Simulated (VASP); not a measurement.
# ScAl3N4 (P-43m) in VASP: a series of runs, part 2 of 2

VASP 6.6.1.

### 3 Relaxation of cell and atoms, PBE

This run uses another cell than the first one, of 11.43 Å³/atom, 0.981 times its volume.

INCAR reads:

```
  PREC = Accurate
  ENCUT = 600
  EDIFF = 1E-7
  ISMEAR = 0
  SIGMA = 0.15
  LREAL = False
  LASPH = True
  NELM = 100
  ALGO = Normal
  ISIF = 3
  LWAVE = False
  LCHARG = False
  GGA = PE
  IBRION = 2
  NSW = 36
  EDIFFG = -0.08
```

KPOINTS reads:

```
Automatic mesh
0
Gamma
  3 3 3
```

POSCAR reads:

```
ScAl3N4
1.0
    4.5051792200      0.0000000000      0.0000000000
    0.0000000000      4.5051792200      0.0000000000
    0.0000000000      0.0000000000      4.5051792200
Sc Al N
1 3 4
Direct
    0.0000000000      0.0000000000      0.0000000000
    0.5000000000      0.0000000000      0.5000000000
    0.0000000000      0.5000000000      0.5000000000
    0.5000000000      0.5000000000      0.0000000000
    0.7600000000      0.2400000000      0.7600000000
    0.2400000000      0.7600000000      0.7600000000
    0.2400000000      0.2400000000      0.2400000000
    0.7600000000      0.7600000000      0.2400000000
```

Potentials or basis: VASP PAW PBE potentials, release 64 (Sc_sv, Al, N).

Command:

```bash
> cat potpaw_PBE.64/Sc_sv/POTCAR potpaw_PBE.64/Al/POTCAR potpaw_PBE.64/N/POTCAR > POTCAR
> mpirun -np 1 vasp_std > vasp.out
```

Run time: 1.8 min. Hardware: 1 thread of AMD EPYC 7R13 (Zen 3), shared host; peak memory 0.18 GiB.

It converged, with:

* Free energy: -61.6718 eV
* Relaxed volume: 11.60 Å³/atom
* Relaxed cell: a = 4.528 Å, b = 4.528 Å, c = 4.528 Å, α = 90.00°, β = 90.00°, γ = 90.00°
* Space group after relaxing (to 0.05 Å): P-43m (No. 215)
* Energy gained by relaxing: 246.3 meV/atom
* Ionic steps: 6
* Pressure after relaxing: 0.0 GPa
* Largest force after relaxing: 0.016 eV/Å
* Band gap on the k mesh: 3.37 eV, indirect (least direct gap 3.67 eV)

Forces in eV/Å, atoms in the order of the input:
```
Sc   0.000  0.000  0.000
Al   0.000  0.000  0.000
Al   0.000  0.000  0.000
Al   0.000  0.000  0.000
N   -0.009  0.009 -0.009
N    0.009 -0.009 -0.009
N    0.009  0.009  0.009
N   -0.009 -0.009  0.009
```

Step by step:
```tsv
step	energy change (eV)	largest force (eV/Å)	pressure (GPa)	volume (Å³)
1	0.0000	5.8185	10.18	91.44
2	-1.1071	2.1146	-13.12	101.39
3	-1.8680	0.3001	-6.85	97.01
4	-1.8684	0.3794	-6.62	96.90
5	-1.9478	0.1710	3.54	91.03
6	-1.9704	0.0160	0.04	92.84
```

Final structure:
```cif
data_structure
_symmetry_space_group_name_H-M 'P 1'
_symmetry_Int_Tables_number 1
_cell_length_a 4.5280
_cell_length_b 4.5280
_cell_length_c 4.5280
_cell_angle_alpha 90.000
_cell_angle_beta 90.000
_cell_angle_gamma 90.000
_cell_volume 92.84
loop_
_atom_site_label
_atom_site_type_symbol
_atom_site_fract_x
_atom_site_fract_y
_atom_site_fract_z
_atom_site_occupancy
Sc1 Sc 0.00000 0.00000 0.00000 1
Al1 Al 0.50000 0.00000 0.50000 1
Al2 Al 0.00000 0.50000 0.50000 1
Al3 Al 0.50000 0.50000 0.00000 1
N1 N 0.73704 0.26296 0.73704 1
N2 N 0.26296 0.73704 0.73704 1
N3 N 0.26296 0.26296 0.26296 1
N4 N 0.73704 0.73704 0.26296 1
```

Levels at points of the mesh, in eV from the valence-band top:
| k point | band 16 | band 17 | band 18 | band 19 | band 20 | band 21 | band 22 | band 23 | band 24 | band 25 |
| --- | --- | --- | --- | --- | --- | --- | --- | --- | --- | --- |
| (0.00, 0.00, 0.00) | -0.94 | -0.94 | -0.31 | -0.31 | -0.31 | 3.37 | 3.37 | 3.37 | 3.63 | 4.91 |

Caveat: the k points lie up to 0.46 Å⁻¹ apart in the final cell; the relaxation stopped at a loose force limit of 0.08 eV/Å, so its end isn't a converged minimum. A k mesh can miss the band edges.

### 4 Single point, PBE

This run uses another cell than the first one, of 11.61 Å³/atom, 0.996 times its volume.

INCAR reads:

```
PREC     = Accurate       # precision mode
ENCUT    = 520            # plane-wave cutoff, eV
EDIFF    = 1E-6           # SCF threshold, eV
ISMEAR   = 0              # smearing method
SIGMA    = 0.02           # smearing width, eV
LREAL    = F              # projectors in reciprocal space
LASPH    = T              # aspherical terms in the spheres
NELM     = 80             # most SCF steps
ALGO     = Normal         # electronic algorithm
ISIF     = 2              # what is computed and relaxed
LWAVE    = F              # write WAVECAR
LCHARG   = F              # write CHGCAR
GGA      = PE             # functional
NBANDS   = 30             # bands
```

KPOINTS reads:

```
Automatic mesh
0
Gamma
  6 6 6
```

POSCAR reads:

```
ScAl3N4
1.0
    4.5289307496      0.0000000000      0.0000000000
    0.0000000000      4.5289307496      0.0000000000
    0.0000000000      0.0000000000      4.5289307496
Sc Al N
1 3 4
Direct
    0.0000000000      0.0000000000      0.0000000000
    0.5000000000      0.0000000000      0.5000000000
    0.0000000000      0.5000000000      0.5000000000
    0.5000000000      0.5000000000      0.0000000000
    0.7372847896      0.2627152104      0.7372847896
    0.2627152104      0.7372847896      0.7372847896
    0.2627152104      0.2627152104      0.2627152104
    0.7372847896      0.7372847896      0.2627152104
```

Command:

```bash
> cat potpaw_PBE.64/Sc_sv/POTCAR potpaw_PBE.64/Al/POTCAR potpaw_PBE.64/N/POTCAR > POTCAR
> mpirun -np 1 vasp_std > vasp.out
```

Run time: 1.7 min. Hardware: 1 thread of AMD EPYC 7R13 (Zen 3), shared host; peak memory 0.19 GiB.

It converged, with:

```yaml
Free_energy: -61.6726 eV
Pressure: 0.1 GPa
Largest_force: 0.064 eV/Å
Band_gap_on_the_k_mesh: 3.26 eV, indirect (least direct gap 3.68 eV)
```

Forces in eV/Å, atoms in the order of the input:
```
Sc   0.000  0.000  0.000
Al   0.000  0.000  0.000
Al   0.000  0.000  0.000
Al   0.000  0.000  0.000
N   -0.037  0.037 -0.037
N    0.037 -0.037 -0.037
N    0.037  0.037  0.037
N   -0.037 -0.037  0.037
```

Levels at points of the mesh, in eV from the valence-band top:
| k point | band 16 | band 17 | band 18 | band 19 | band 20 | band 21 | band 22 | band 23 | band 24 | band 25 |
| --- | --- | --- | --- | --- | --- | --- | --- | --- | --- | --- |
| (0.00, 0.00, 0.00) | -1.04 | -1.04 | -0.42 | -0.42 | -0.42 | 3.26 | 3.26 | 3.26 | 3.51 | 4.81 |
| (0.50, 0.00, 0.00) | -1.40 | -1.40 | -0.97 | 0.00 | 0.00 | 4.52 | 4.52 | 4.62 | 5.11 | 5.69 |
| (0.50, 0.50, 0.00) | -0.83 | -0.82 | -0.77 | -0.14 | -0.14 | 4.88 | 5.13 | 5.57 | 6.06 | 6.06 |
| (0.50, 0.50, 0.50) | -0.63 | -0.63 | -0.28 | -0.28 | -0.28 | 5.20 | 5.20 | 5.88 | 5.88 | 5.88 |

A k mesh can miss the band edges. Expect the measured gap to be larger: semilocal functionals such as PBE lack the derivative discontinuity.

### 5 Relaxation of cell and atoms, PBE

INCAR reads:

```
PREC     = Accurate       # precision mode
ENCUT    = 600            # plane-wave cutoff, eV
EDIFF    = 1E-7           # SCF threshold, eV
ISMEAR   = 0              # smearing method
SIGMA    = 0.02           # smearing width, eV
LREAL    = False          # projectors in reciprocal space
LASPH    = True           # aspherical terms in the spheres
NELM     = 80             # most SCF steps
ALGO     = Normal         # electronic algorithm
ISIF     = 3              # what is computed and relaxed
LWAVE    = False          # write WAVECAR
LCHARG   = False          # write CHGCAR
GGA      = PE             # functional
IBRION   = 2              # ionic algorithm
NSW      = 100            # ionic steps
EDIFFG   = -0.01          # ionic threshold
```

KPOINTS reads:

```
regular mesh
0
Gamma
  6 6 6
```

POSCAR reads:

```
ScAl3N4
1.0
    4.5342925319      0.0000000000      0.0000000000
    0.0000000000      4.5342925319      0.0000000000
    0.0000000000      0.0000000000      4.5342925319
Sc Al N
1 3 4
Direct
    0.0000000000      0.0000000000      0.0000000000
    0.5000000000      0.0000000000      0.5000000000
    0.0000000000      0.5000000000      0.5000000000
    0.5000000000      0.5000000000      0.0000000000
    0.7372187337      0.2627812663      0.7372187337
    0.2627812663      0.7372187337      0.7372187337
    0.2627812663      0.2627812663      0.2627812663
    0.7372187337      0.7372187337      0.2627812663
```

Command:

```bash
> cat potpaw_PBE.64/Sc_sv/POTCAR potpaw_PBE.64/Al/POTCAR potpaw_PBE.64/N/POTCAR > POTCAR
> mpirun -np 1 vasp_std > vasp.out
```

Run time: 5.4 min. Hardware: 1 thread of AMD EPYC 7R13 (Zen 3), shared host; peak memory 0.21 GiB.

The run converged. Its results:

```yaml
Free_energy: -61.6792 eV
Relaxed_volume: 11.61 Å³/atom
Relaxed_cell: a = 4.528 Å, b = 4.528 Å, c = 4.528 Å, α = 90.00°, β = 90.00°, γ = 90.00°
Space_group_after_relaxing_to_0.05_Å: P-43m (No. 215)
Energy_gained_by_relaxing: 0.1 meV/atom
Ionic_steps: 4
Pressure_after_relaxing: 0.0 GPa
Largest_force_after_relaxing: 0.005 eV/Å
Band_gap_on_the_k_mesh: 3.25 eV, indirect (least direct gap 3.67 eV)
```

Forces on the atoms (eV/Å):
```
Sc   0.000  0.000  0.000
Al   0.000  0.000  0.000
Al   0.000  0.000  0.000
Al   0.000  0.000  0.000
N    0.003 -0.003  0.003
N   -0.003  0.003  0.003
N   -0.003 -0.003 -0.003
N    0.003  0.003 -0.003
```

The path:
```tsv
step	energy change (eV)	largest force (eV/Å)	pressure (GPa)	volume (Å³)
1	0.0000	0.0436	-0.67	93.22
2	-0.0005	0.0050	0.54	92.57
3	-0.0009	0.0209	0.04	92.84
4	-0.0010	0.0046	-0.01	92.86
```

Final structure:
```
Sc Al N
1.0
     4.52832    0.00000    0.00000
     0.00000    4.52832    0.00000
     0.00000    0.00000    4.52832
Sc Al N
1 3 4
Direct
  0.00000 0.00000 0.00000
  0.50000 0.00000 0.50000
  0.00000 0.50000 0.50000
  0.50000 0.50000 0.00000
  0.73693 0.26307 0.73693
  0.26307 0.73693 0.73693
  0.26307 0.26307 0.26307
  0.73693 0.73693 0.26307
```

Levels at points of the mesh, in eV from the valence-band top:
```csv
k point,band 17,band 18,band 19,band 20,band 21,band 22,band 23,band 24
"(0.00, 0.00, 0.00)",-1.06,-0.42,-0.42,-0.42,3.25,3.25,3.25,3.51
"(0.50, 0.00, 0.00)",-1.41,-0.97,0.00,0.00,4.51,4.51,4.61,5.09
"(0.50, 0.50, 0.00)",-0.82,-0.77,-0.14,-0.14,4.87,5.11,5.55,6.03
"(0.50, 0.50, 0.50)",-0.64,-0.28,-0.28,-0.28,5.18,5.18,5.87,5.87
```

### 6 Summary

```csv
task,cell,k mesh,cutoff (eV),smearing,gap on the mesh (eV),pressure (GPa),relaxed volume (Å³/atom),largest force (eV/Å)
single point,"a = 4.534 Å, 8 atoms",3 × 3 × 3,520,gaussian 0.15 eV,3.37,-0.6,-,0.04
relaxation of cell and atoms,"relaxed from a = 4.505 Å, 8 atoms",3 × 3 × 3,600,gaussian 0.15 eV,3.37,0.0,11.60,0.02
single point,"a = 4.529 Å, 8 atoms",6 × 6 × 6,520,gaussian 0.02 eV,3.26,0.1,-,0.06
relaxation of cell and atoms,"relaxed from a = 4.534 Å, 8 atoms",6 × 6 × 6,600,gaussian 0.02 eV,3.25,0.0,11.61,-
```

Alike in all rows: level PBE; potentials or basis VASP PAW PBE potentials, release 64 (Sc_sv, Al, N); no spin polarisation.

Caveats: some runs use coarse meshes; the relaxation stopped at a loose force limit of 0.08 eV/Å, so its end isn't a converged minimum (some runs).

Absolute energies hang on the potentials; compare differences alone.
